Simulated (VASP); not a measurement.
The system is KBr.

```
CELL_PARAMETERS angstrom
3.97626 -0.01014 0.00000
-0.01014 3.97626 0.00000
0.00000 0.00000 3.97626
ATOMIC_POSITIONS crystal
K 0.00000 0.00000 0.00000
Br 0.50000 0.50000 0.50000
```

This cell differs from its parent crystal: shear xy strain -0.5%.

Base run:

```yaml
Program: VASP 6.6.1
Functional: PBE
Potentials_or_basis: VASP PAW PBE potentials, release 64 (K_sv, Br)
Cutoff: 520 eV
k_mesh: 6 × 6 × 6
Occupations: fermi-dirac, width 0.02 eV
Spin: no spin polarisation
```

Its results: band gap on the k mesh 4.02 eV (least direct gap 4.30 eV); pressure 0.9 GPa.

Question: The run is repeated on the same cell with these changes: functional from PBE to r2SCAN; occupations from fermi-dirac, width 0.02 eV to gaussian, width 0.01 eV. What comes out?

Answer: Band gap on the k mesh 4.77 eV (least direct gap 5.05 eV); pressure 0.0 GPa.

Caveats: the structure was generated, so it needn't be the stable form of KBr; the PAW data sets were made with another functional, which shifts forces and pressure a little (at least some runs).

A k mesh can miss the band edges.
